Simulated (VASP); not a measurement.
# Ir (P6_3/mmc) in VASP: notebook

Runs on Ir. Level: LDA. Tasks: relaxation of cell and atoms.

Everything below comes from runs of VASP 6.6.1. Logs are shortened: lines on timing, memory, paths and dates and some standing lists are left out, and cuts for length are marked.

**1. The cell of the first run**

Symmetry: P6_3/mmc, No. 194, hexagonal system. The conventional cell has a = 2.705 Å, b = 2.705 Å, c = 4.388 Å, α = 90.00°, β = 90.00°, γ = 120.00°. Within 3.6 Å of Ir (site symmetry -6m2) lie 12 Ir at 2.69 to 2.70 Å.

This isn't the form of Ir at room conditions, which is fcc.

**2. Relaxation of cell and atoms, LDA**

INCAR

```
SYSTEM = Ir
PREC = Accurate
ENCUT = 500
EDIFF = 1E-7
ISMEAR = -1
SIGMA = 0.05
LREAL = .FALSE.
LASPH = .TRUE.
NELM = 120
ALGO = Normal
ISIF = 3
LWAVE = .FALSE.
LCHARG = .FALSE.
GGA = CA
IBRION = 2
NSW = 60
EDIFFG = -0.01
GGA_COMPAT = .FALSE.
NELMIN = 4
```

KPOINTS

```
Automatic mesh
0
G
  9 9 5
  0 0 0
```

POSCAR

```
Ir
1.0
    2.7046182860      0.0000000000      0.0000000000
   -1.3523091430      2.3422681432      0.0000000000
    0.0000000000      0.0000000000      4.3880097921
Ir
2
Direct
    0.3333333333      0.6666666667      0.2500000000
    0.6666666667      0.3333333333      0.7500000000
```

Potentials or basis: VASP PAW LDA potentials, release 64 (Ir).

On the command line:

```bash
$ cat potpaw_LDA.64/Ir/POTCAR > POTCAR
$ mpirun -np 1 vasp_std > vasp.out
```

OUTCAR:

```text
SYSTEM = Ir
   PREC = Accurate
   ENCUT = 500
   EDIFF = 1E-7
   ISMEAR = -1
   LREAL = .FALSE.
   LASPH = .TRUE.
   NELM = 120
   ISIF = 3
   GGA = CA
   IBRION = 2
   NSW = 60
   EDIFFG = -0.01
   NELMIN = 4

 ion  position               nearest neighbor table
   1  0.333  0.667  0.250-   2 2.69   2 2.69   2 2.69   2 2.69   2 2.69   2 2.69
   2  0.667  0.333  0.750-   1 2.69   1 2.69   1 2.69   1 2.69   1 2.69   1 2.69

  LATTYP: Found a hexagonal cell.
 ALAT       =     2.7046182860
 C/A-ratio  =     1.6224137117

  Lattice vectors:

 A1 = (   2.7046182860,   0.0000000000,   0.0000000000)
 A2 = (  -1.3523091430,   2.3422681432,   0.0000000000)
 A3 = (   0.0000000000,   0.0000000000,   4.3880097921)

Analysis of symmetry for initial positions (statically):
=====================================================================
 Subroutine PRICEL returns:
 Original cell was already a primitive cell.

 Routine SETGRP: Setting up the symmetry group for a
 hexagonal supercell.

 Subroutine GETGRP returns: Found 24 space group operations
 (whereof 12 operations were pure point group operations)
 out of a pool of 24 trial point group operations.

The static configuration has the point symmetry D_3d.
 The point group associated with its full space group is D_6h.

Analysis of symmetry for dynamics (positions and initial velocities):
=====================================================================
 Subroutine PRICEL returns:
 Original cell was already a primitive cell.

 Routine SETGRP: Setting up the symmetry group for a
 hexagonal supercell.

 Subroutine GETGRP returns: Found 24 space group operations
 (whereof 12 operations were pure point group operations)
 out of a pool of 24 trial point group operations.

The dynamic configuration has the point symmetry D_3d.
 The point group associated with its full space group is D_6h.

 Subroutine INISYM returns: Found 24 space group operations
 (whereof 12 operations are pure point group operations),
 and found     1 'primitive' translations

----------------------------------------------------------------------------------------

                                     Primitive cell

  volume of cell :      27.7978

  direct lattice vectors                    reciprocal lattice vectors
     2.704618286  0.000000000  0.000000000     0.369737942  0.213468301  0.000000000
    -1.352309143  2.342268143  0.000000000     0.000000000  0.426936601  0.000000000
     0.000000000  0.000000000  4.388009792     0.000000000  0.000000000  0.227893749

[... 106 lines left out ...]
  Thomas-Fermi vector in A             =   2.537669
   LORBIT       =      0    0 simple, 1 ext, 2 COOP (PROOUT), +10 PAW based schemes
   GGA     = CA    functional components
   LHFCALC =     F    Hartree Fock is set to
   AEXX    =    0.0000 exact exchange contribution
   IVDW    =     0    specifies the selected vdW correction
   LEPSILON=     F    determine dielectric tensor
   LRPA    =     F    only Hartree local field effects (RPA)
 conjugate gradient relaxation of ions
 non-spin polarized calculation
  energy-cutoff  :      500.00
  volume of cell :       27.80
 maximum number of plane-waves:       723
 NGX is ok and might be reduce to    20
   NGX =  9   NGY =  9   NGZ = 17

--------------------------------------- Ionic step        1  -------------------------------------------

 number of electron      18.0000001 magnetization

 Free energy of the ion-electron system (eV)
  ---------------------------------------------------
  ext. energy  EPLUGINS =         0.00000000
  ---------------------------------------------------
  free energy    TOTEN  =       -20.49675306 eV

  energy without entropy =      -20.47779543  energy(sigma->0) =      -20.48727425

------------------------ aborting loop because EDIFF is reached ----------------------------------------

  FORCE on cell =-STRESS in cart. coord.  units (eV):
  Direction    XX          YY          ZZ          XY          YZ          ZX
  --------------------------------------------------------------------------------------
  -------------------------------------------------------------------------------------
  Total        0.4478406      0.4478406      0.4436289      0.0000000     -0.0000000      0.0000000
  in kB       25.8121284     25.8121284     25.5693829      0.0000000     -0.0000000      0.0000000
  external PRESSURE =      25.7312132 kB  Pullay stress =       0.0000000 kB
[... 59 lines left out ...]
--------------------------------------- Ionic step        3  -------------------------------------------

 number of electron      18.0000001 magnetization

 Free energy of the ion-electron system (eV)
  ---------------------------------------------------
  ext. energy  EPLUGINS =         0.00000000
  ---------------------------------------------------
  free energy    TOTEN  =       -20.49815772 eV

  energy without entropy =      -20.47901693  energy(sigma->0) =      -20.48858733

 E-fermi :  10.5646     XC(G=0): -14.2051

 val. band max:       10.5236844686   @ k =   0.4444   0.1111   0.2000
 cond. band min:      10.5683109028   @ k =   0.3333   0.3333   0.0000
 fundamental gap:      0.0446264343
 Fermi energy:        10.5645784948

 k-point     1 :       0.0000    0.0000    0.0000
  band No.  band energies     occupation
      1      -0.7165      2.00000
      2       2.2981      2.00000
      3       6.5600      2.00000
      4       6.6957      2.00000
      5       6.6957      2.00000
      6       7.3710      2.00000
      7       7.3710      2.00000
      8       8.1790      2.00000
      9       8.1790      2.00000
     10       9.8118      2.00000
     11      10.8999      0.00244
     12      10.8999      0.00244
     13      17.8090      0.00000
[... 354 lines left out ...]
  band No.  band energies     occupation
      1       3.9193      2.00000
      2       4.4739      2.00000
      3       4.4739      2.00000
      4       5.4293      2.00000
      5       6.3248      2.00000
      6       6.3248      2.00000
      7       8.0654      2.00000
      8       9.9978      1.99998
      9      10.7337      0.06575
     10      10.7337      0.06575
     11      15.6825      0.00000
     12      15.6825      0.00000
     13      17.8638      0.00000

 [... further k-points ...]

------------------------ aborting loop because EDIFF is reached ----------------------------------------

  FORCE on cell =-STRESS in cart. coord.  units (eV):
  Direction    XX          YY          ZZ          XY          YZ          ZX
  --------------------------------------------------------------------------------------
  -------------------------------------------------------------------------------------
  Total       -0.0009116     -0.0009116     -0.0140913     -0.0000000      0.0000000      0.0000000
  in kB       -0.0522092     -0.0522092     -0.8070126     -0.0000000      0.0000000      0.0000000
  external PRESSURE =      -0.3038103 kB  Pullay stress =       0.0000000 kB
[... 17 lines left out ...]
  FREE ENERGIE OF THE ION-ELECTRON SYSTEM (eV)
  ---------------------------------------------------
  free  energy   TOTEN  =       -20.4981577212 eV

  energy  without entropy=      -20.4790169318  energy(sigma->0) =      -20.48858733

 reached required accuracy - stopping structural energy minimisation
```

OSZICAR:

```text
N       E                     dE             d eps       ncg     rms          rms(c)
DAV:   1     0.150567345755E+03    0.15057E+03   -0.83795E+03   936   0.136E+03
DAV:   2    -0.153864427776E+02   -0.16595E+03   -0.15349E+03   969   0.378E+02
DAV:   3    -0.216004432096E+02   -0.62140E+01   -0.58286E+01  1157   0.810E+01
[... 24 lines left out ...]
DAV:   4    -0.204981333360E+02    0.12740E-04   -0.50780E-04   961   0.216E-01    0.345E-02
DAV:   5    -0.204981536477E+02   -0.20312E-04   -0.28798E-05  1286   0.430E-02    0.630E-03
DAV:   6    -0.204981574178E+02   -0.37701E-05   -0.10151E-06   991   0.807E-03    0.255E-03
DAV:   7    -0.204981577194E+02   -0.30162E-06   -0.15087E-07   839   0.320E-03    0.521E-04
DAV:   8    -0.204981577212E+02   -0.18003E-08   -0.17234E-08   478   0.141E-03
   3 F= -.20498158E+02 E0= -.20488587E+02  d E =-.140466E-02
```

Run time: 31 s. Hardware: 1 thread of Intel Xeon Platinum 8175M at 2.50GHz (Skylake/Cascade Lake), shared host; peak memory 0.14 GiB.

Results:

| Quantity | Value |
| --- | --- |
| Free energy | -20.4982 eV |
| Relaxed volume | 13.99 Å³/atom |
| Relaxed cell | a = 2.710 Å, b = 2.710 Å, c = 4.397 Å, α = 90.00°, β = 90.00°, γ = 120.00° |
| Space group after relaxing (to 0.1 Å) | P6_3/mmc (No. 194) |
| Energy gained by relaxing | 0.7 meV/atom |
| Ionic steps | 3 |
| Pressure after relaxing | 0.0 GPa |
| Band gap on the k mesh | zero (bands 9 and 10 overlap by 3.15 eV) |

Stress tensor (GPa, compression positive):
```
-0.01  0.00  0.00
 0.00 -0.01  0.00
 0.00  0.00 -0.08
```

The path:
| step | energy change (eV) | largest force (eV/Å) | pressure (GPa) | volume (Å³) |
| --- | --- | --- | --- | --- |
| 1 | 0.0000 | 0.0000 | 2.57 | 27.80 |
| 2 | 0.0214 | 0.0000 | -9.72 | 28.71 |
| 3 | -0.0014 | 0.0000 | -0.03 | 27.98 |

Final structure:
```
CELL_PARAMETERS angstrom
2.71040 0.00000 0.00000
-1.35520 2.34727 0.00000
0.00000 0.00000 4.39730
ATOMIC_POSITIONS crystal
Ir 0.33333 0.66667 0.25000
Ir 0.66667 0.33333 0.75000
```

Caveat: spin-orbit coupling is left out, which moves the levels of the heavy elements.

**3. Relaxation of cell and atoms, LDA**

This run uses another cell than the first one, of 14.07 Å³/atom.

INCAR

```
SYSTEM = Ir
ALGO     = Normal         ! electronic algorithm
EDIFF    = 1E-7           ! SCF threshold, eV
EDIFFG   = -0.01          ! ionic threshold
ENCUT    = 500            ! plane-wave cutoff, eV
GGA_COMPAT= .False.      
IBRION   = 2              ! ionic algorithm
ISIF     = 3              ! what is computed and relaxed
ISMEAR   = -1             ! smearing method
LASPH    = .True.         ! aspherical terms in the spheres
LCHARG   = .False.        ! write CHGCAR
LREAL    = .False.        ! projectors in reciprocal space
LWAVE    = .False.        ! write WAVECAR
NELM     = 120            ! most SCF steps
NELMIN   = 4            
NSW      = 60             ! ionic steps
PREC     = Accurate       ! precision mode
SIGMA    = 0.05           ! smearing width, eV
```

KPOINTS

```
k-points
0
Gamma
  9 9 5
  0 0 0
```

POSCAR

```
Ir
1.0
    2.7100000000      0.0000000000      0.0000000000
   -1.3550000000      2.3469288443      0.0000000000
    0.0000000000      0.0000000000      4.4254300000
Ir
2
Direct
    0.3333333333      0.6666666667      0.2500000000
    0.6666666667      0.3333333333      0.7500000000
```

Potentials or basis: VASP PAW LDA potentials, release 64 (Ir).

On the command line:

```bash
$ cat potpaw_LDA.64/Ir/POTCAR > POTCAR
$ mpirun -np 1 vasp_std > vasp.out
```

Wall time 58 s (1 thread of Intel Xeon Platinum 8175M at 2.50GHz (Skylake/Cascade Lake), shared host); peak memory 0.14 GiB.

The run converged. Its results:

```yaml
Free_energy: -20.4984 eV
Relaxed_volume: 13.99 Å³/atom
Relaxed_cell: a = 2.711 Å, b = 2.711 Å, c = 4.397 Å, α = 90.00°, β = 90.00°, γ = 120.00°
Space_group_after_relaxing_to_0.1_Å: P6_3/mmc (No. 194)
Energy_gained_by_relaxing: 1.4 meV/atom
Ionic_steps: 5
Pressure_after_relaxing: 0.0 GPa
Band_gap_on_the_k_mesh: zero (bands 9 and 10 overlap by 3.15 eV)
```

Step by step:
| step | energy change (eV) | largest force (eV/Å) | pressure (GPa) | volume (Å³) |
| --- | --- | --- | --- | --- |
| 1 | 0.0000 | 0.0000 | -2.45 | 28.15 |
| 2 | 0.0230 | 0.0000 | 10.90 | 27.28 |
| 3 | -0.0024 | 0.0000 | 0.48 | 27.94 |
| 4 | -0.0022 | 0.0000 | -0.71 | 28.03 |
| 5 | -0.0027 | 0.0000 | -0.05 | 27.98 |

Final structure:
```
Ir
1.0
     2.71053    0.00000    0.00000
    -1.35526    2.34739    0.00000
     0.00000    0.00000    4.39712
Ir
2
Direct
  0.33333 0.66667 0.25000
  0.66667 0.33333 0.75000
```

Levels at points of the mesh, in eV from the Fermi level:
```tsv
k point	band 7	band 8	band 9	band 10	band 11	band 12
(0.00, 0.00, 0.00)	-3.19	-2.39	-2.39	-0.75	0.34	0.34
```

Caveat: spin-orbit coupling is left out, which moves the levels of the heavy elements.
